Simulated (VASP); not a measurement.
Wanted: the native input for a VASP 6.6.1 run.

| Property | Result |
| --- | --- |
| Task | single point |
| Functional | PBEsol |
| Potentials or basis | VASP PAW PBE potentials, release 64 (Ti_sv, Al) |
| Cutoff | 520 eV |
| k mesh | 18 × 18 × 6 |
| Occupations | gaussian, width 0.15 eV |
| Spin | no spin polarisation |
| Dipole correction | no |
| Further INCAR settings | ALGO = Fast; EDIFF = 1e-07; NBANDS = 28 |

The structure of Ti3Al lies in POSCAR:

```
Ti3Al
1.0
    2.8736102185      0.0000000000      0.0000000000
   -1.4368051093      2.4886194499      0.0000000000
    0.0000000000      0.0000000000      8.5354844322
Ti Al
3 1
Direct
    0.6666666667      0.3333333333      0.0000000000
    0.3333333333      0.6666666667      0.7511732072
    0.3333333333      0.6666666667      0.2488267928
    0.6666666667      0.3333333333      0.5000000000
```

These files were run (other wordings do the same):

INCAR

```
PREC = Accurate
ENCUT = 520
EDIFF = 1E-7
ISMEAR = 0
SIGMA = 0.15
LREAL = False
LASPH = True
NELM = 100
ALGO = Fast
ISIF = 2
LWAVE = False
LCHARG = True
GGA = PS
LELF = True
LVHAR = True
NBANDS = 28
```

KPOINTS

```
regular mesh
0
Gamma
  18 18 6
```

Potentials or basis: VASP PAW PBE potentials, release 64 (Ti_sv, Al).

The run is started by

```bash
$ cat potpaw_PBE.64/Ti_sv/POTCAR potpaw_PBE.64/Al/POTCAR > POTCAR
$ mpirun -np 1 vasp_std > vasp.out
```

It gave:

- Pressure: 11.9 GPa
- Largest force: 0.085 eV/Å
- Band gap on the k mesh: zero (an odd number of electrons rules out a gap without spin polarisation)

Caveat: the cell stands under pressure; the PAW data sets were made with another functional, which shifts forces and pressure a little.

Wall time 8 min on 1 thread of Intel(R) Xeon(R) 6975P-C (Granite Rapids), with other jobs on the host, peak memory 0.33 GiB.
